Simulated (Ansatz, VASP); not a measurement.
# SbHPd: VASP beside Ansatz

POSCAR

```
SbHPd
1.0
    5.6441800000      0.0000000000      0.0000000000
    0.0000000000      5.6441800000      0.0000000000
    0.0000000000      0.0000000000      5.6441800000
Pd Sb H
4 4 4
Direct
    0.9961800000      0.9961800000      0.9961800000
    0.5038200000      0.0038200000      0.4961800000
    0.4961800000      0.5038200000      0.0038200000
    0.0038200000      0.4961800000      0.5038200000
    0.6234200000      0.6234200000      0.6234200000
    0.8765800000      0.3765800000      0.1234200000
    0.1234200000      0.8765800000      0.3765800000
    0.3765800000      0.1234200000      0.8765800000
    0.3820300000      0.3820300000      0.3820300000
    0.1179700000      0.6179700000      0.8820300000
    0.8820300000      0.1179700000      0.6179700000
    0.6179700000      0.8820300000      0.1179700000
```

Contents of INCAR.step1:

```
PREC     = Accurate       # precision mode
ENCUT    = 520            # plane-wave cutoff, eV
ISMEAR   = -1             # smearing method
SIGMA    = 0.0957         # smearing width, eV
LREAL    = False          # projectors in reciprocal space
LASPH    = True           # aspherical terms in the spheres
NELM     = 60             # most SCF steps
NBANDS   = 44             # bands
GGA      = PE             # functional
ALGO     = Normal         # electronic algorithm
EDIFF    = 1E-4           # SCF threshold, eV
LWAVE    = True           # write WAVECAR
LCHARG   = False          # write CHGCAR
```

File INCAR.step2:

```
PREC     = Accurate       # precision mode
ENCUT    = 520            # plane-wave cutoff, eV
EDIFF    = 1E-6           # SCF threshold, eV
ISMEAR   = -1             # smearing method
SIGMA    = 0.0957         # smearing width, eV
LREAL    = False          # projectors in reciprocal space
LASPH    = True           # aspherical terms in the spheres
NELM     = 60             # most SCF steps
ALGO     = Normal         # electronic algorithm
ISIF     = 2              # what is computed and relaxed
LWAVE    = False          # write WAVECAR
LCHARG   = False          # write CHGCAR
METAGGA  = R2SCAN         # meta-GGA
LMIXTAU  = True         
NBANDS   = 44             # bands
ISTART   = 1
```

KPOINTS

```
Automatic mesh
0
Gamma
  6 6 6
```

Input for Ansatz:

```yaml
crystal:
  lattice:
    - [5.64418, 0.0, 0.0]
    - [0.0, 5.64418, 0.0]
    - [0.0, 0.0, 5.64418]
  atoms:
    - { symbol: Pd, position: [0.99618, 0.99618, 0.99618] }
    - { symbol: Pd, position: [0.50382, 0.00382, 0.49618] }
    - { symbol: Pd, position: [0.49618, 0.50382, 0.00382] }
    - { symbol: Pd, position: [0.00382, 0.49618, 0.50382] }
    - { symbol: Sb, position: [0.62342, 0.62342, 0.62342] }
    - { symbol: Sb, position: [0.87658, 0.37658, 0.12342] }
    - { symbol: Sb, position: [0.12342, 0.87658, 0.37658] }
    - { symbol: Sb, position: [0.37658, 0.12342, 0.87658] }
    - { symbol: H, position: [0.38203, 0.38203, 0.38203] }
    - { symbol: H, position: [0.11797, 0.61797, 0.88203] }
    - { symbol: H, position: [0.88203, 0.11797, 0.61797] }
    - { symbol: H, position: [0.61797, 0.88203, 0.11797] }
  symmetry: { tolerance: 0.0003 }
kpoints:
  mp_grid: { grid: [6, 6, 6], shift: [0, 0, 0] }
  band_path:
    path:
      - [0.0, 0.0, 0.0]
      - [0.0, 0.5, 0.0]
      - [0.5, 0.5, 0.0]
      - [0.0, 0.0, 0.0]
      - [0.5, 0.5, 0.5]
      - [0.0, 0.5, 0.0]
      - [0.5, 0.5, 0.5]
      - [0.5, 0.5, 0.0]
      - [0.5, 0.0, 0.0]
    npoints: 7
magnetization:
  spin_polarized: false
scf:
  occupations: { method: fermi_dirac, width: 0.0957 }
  lower_state_search: "off"
  max_iter: 200
hamiltonian:
  pseudopotentials: { kind: paw }
  xc: r2scan
basis:
  ecutwfc: 500
  fft_grid_basis: typed
output:
  forces: true
  stress: true
  eigenvalues: true
  bader: true
  populations: true
  elf: true
  write_potential: true
  volumetric_format: npy
  dos:
    e_range: [-12, 8]
    de: 0.05
    projected: { site_lists: { H: [H], Pd: [Pd], Sb: [Sb] } }
checkpoint:
  read: saved_state
```

Alike in both runs: task single point; functional r2SCAN; k mesh 6 × 6 × 6; occupations fermi-dirac, width 0.0957 eV; no spin polarisation.

```csv
,VASP,Ansatz
version,VASP 6.6.1,Ansatz 0.2.0
potentials or method,"VASP PAW PBE potentials, release 64 (Pd, Sb, H), cutoff 520 eV",PAW plane waves
valence electrons in the cell,64,136
```

VASP gave:

```
pressure (GPa)                     : 24.8
rms of the force components (eV/Å) : 1.791
```

Q: Estimate Ansatz's values.

A: Pressure (GPa): 25.3; rms of the force components (eV/Å): 1.828.

VASP's potentials were made for PBE, not for r2SCAN. Atom by atom the forces differ by 0.037 eV/Å (rms over components). With one functional, cell and mesh, what is left measures potentials, basis and numerics. VASP's potentials hold 64 valence electrons a cell and Ansatz's 136, so a difference there can come from the potentials and not from the codes.

Neither program's run includes spin-orbit coupling.
